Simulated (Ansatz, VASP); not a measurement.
**FeO in VASP and in Ansatz**

```
CELL_PARAMETERS angstrom
2.64813 0.00000 0.00000
0.00000 2.64813 0.00000
0.00000 0.00000 2.65064
ATOMIC_POSITIONS crystal
Fe 0.50000 0.50000 0.50000
O 0.00000 0.00000 0.00000
```

Alike in both runs: functional PBE; k mesh 6 × 6 × 6; occupations gaussian, width 0.1 eV; collinear spin.

Ansatz relaxed the structure, and its values are those at the end. VASP's run is a single point on that final structure, the one shown.

|  | VASP | Ansatz |
| --- | --- | --- |
| version | VASP 6.6.1 | Ansatz 0.2.0 |
| potentials or method | VASP PAW PBE potentials, release 64 (Fe, O), cutoff 520 eV | scalar-relativistic, plane waves, PAW |
| valence electrons in the cell | 14 | 22 |

```tsv
	VASP	Ansatz	Ansatz less VASP
gap on the k mesh at the Fermi level (eV)	none	none	-
pressure (GPa)	-0.1	0.0	+0.14
net moment per atom (μB)	2.00	2.00	0.000
size of the moment on the site where the two differ most (μB)	3.54	3.46	-0.079
```

Site moments also hang on the region over which each program counts them. A gap of «none» marks a metal or a gap that the smearing closes. VASP's potentials hold 14 valence electrons a cell and Ansatz's 22, so a difference there can come from the potentials and not from the codes.

The k mesh is coarse, so the values compare programs but aren't converged.
